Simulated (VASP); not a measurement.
# TaN: single point with LDA+U

Crystal: TaN.

```xyz
4
Lattice="0.0000 2.1790 2.1790 4.3580 2.1790 2.1790 4.3580 4.3580 0.0000" Properties=species:S:1:pos:R:3 pbc="T T T"
Ta    2.1790    2.1790    2.1790
Ta    4.3580    4.3580    2.1790
N     0.0000    0.0000    0.0000
N     2.1790    2.1790    0.0000
```

* Program: VASP 6.6.1
* Task: single point
* Functional: LDA
* Potentials or basis: VASP PAW LDA potentials, release 64 (Ta_pv, N)
* Cutoff: 520 eV
* k mesh: 7 × 7 × 7
* Occupations: gaussian, width 0.05 eV
* Spin: collinear spin
* Starting moments: [2.0, 2.0, 0.0, 0.0] μB
* Hubbard terms: Ta d U = 7.0 eV

| Property | Result |
| --- | --- |
| Pressure | 22.8 GPa |
| Band gap on the k mesh | zero (filled and empty bands overlap) |
| Net moment | 0.00 μB per cell |
| Valence electrons inside the program's atomic spheres | Ta 8.84; N 3.80 |

Stress tensor (GPa, compression positive):
```
22.68  0.00  0.00
 0.00 22.83  0.00
 0.00  0.00 22.83
```

Levels at points of the mesh, in eV from the Fermi level:
Spin up:
```tsv
k point	band 12	band 13	band 14	band 15	band 16	band 17	band 18	band 19	band 20	band 21
(0.00, 0.00, 0.00)	-5.03	-4.17	-4.17	-4.17	-1.97	-1.97	-1.95	0.74	0.74	1.39
```
Spin down:
| k point | band 14 | band 15 | band 16 | band 17 | band 18 | band 19 |
| --- | --- | --- | --- | --- | --- | --- |
| (0.00, 0.00, 0.00) | -4.17 | -4.17 | -1.97 | -1.97 | -1.95 | 0.74 |

Eigenvalues of the final occupation matrices:
```csv
site,spin,trace,eigenvalues
site 1 d,1,1.16,0.19 0.19 0.26 0.26 0.26
site 1 d,2,1.16,0.19 0.19 0.26 0.26 0.26
site 2 d,1,1.16,0.19 0.19 0.26 0.26 0.26
site 2 d,2,1.16,0.19 0.19 0.26 0.26 0.26
```

Run time: 2.9 min on 1 thread of Intel Xeon 8259CL (shared host), peak memory 0.23 GiB.

Caveat: the cell stands under pressure; spin-orbit coupling is left out, which moves the levels of the heavy elements.
